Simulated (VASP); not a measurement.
# Ti: single point with PBE

Crystal: Ti.

```xyz
2
Lattice="2.9500 0.0000 0.0074 -1.4750 2.5548 -0.0037 0.0117 0.0000 4.6860" Properties=species:S:1:pos:R:3 pbc="T T T"
Ti    0.0029    1.7032    1.1715
Ti    1.4838    0.8516    3.5182
```

This cell differs from its parent crystal: strain +0.0050 x Voigt [0, 0, 0, 0, 1, 0].

```
Program             : VASP 6.6.1
Task                : single point
Functional          : PBE
Potentials or basis : VASP PAW PBE potentials, release 64 (Ti_sv)
Cutoff              : 520 eV
k mesh              : 18 × 18 × 10
Occupations         : gaussian, width 0.15 eV
Spin                : no spin polarisation
```

```yaml
Pressure: -2.1 GPa
Band_gap_on_the_k_mesh: zero (bands 12 and 13 overlap by 1.10 eV)
```

Stress tensor (GPa, compression positive):
```
-1.93  0.00 -0.21
 0.00 -1.93  0.00
-0.21  0.00 -2.40
```

Levels at points of the mesh, in eV from the Fermi level:
| k point | band 10 | band 11 | band 12 | band 13 | band 14 | band 15 |
| --- | --- | --- | --- | --- | --- | --- |
| (0.00, 0.00, 0.00) | -2.65 | 0.70 | 0.77 | 0.77 | 0.86 | 1.25 |
| (0.50, 0.00, 0.00) | -2.11 | -1.80 | -0.63 | 0.49 | 0.60 | 1.14 |
| (0.00, 0.50, 0.00) | -2.11 | -1.80 | -0.63 | 0.49 | 0.61 | 1.14 |
| (0.00, 0.00, 0.50) | -4.34 | 0.07 | 0.07 | 0.68 | 0.68 | 0.68 |
| (0.50, 0.00, 0.50) | -2.49 | -0.81 | -0.79 | 1.26 | 1.31 | 1.70 |
| (0.00, 0.50, 0.50) | -2.50 | -0.80 | -0.80 | 1.29 | 1.29 | 1.71 |

It took 45 min on 1 thread of Oxide Virtual Turin-like Processor (shared host), peak memory 0.5 GiB.

Caveat: the cell differs from its parent crystal (strain +0.0050 x Voigt [0, 0, 0, 0, 1, 0]).
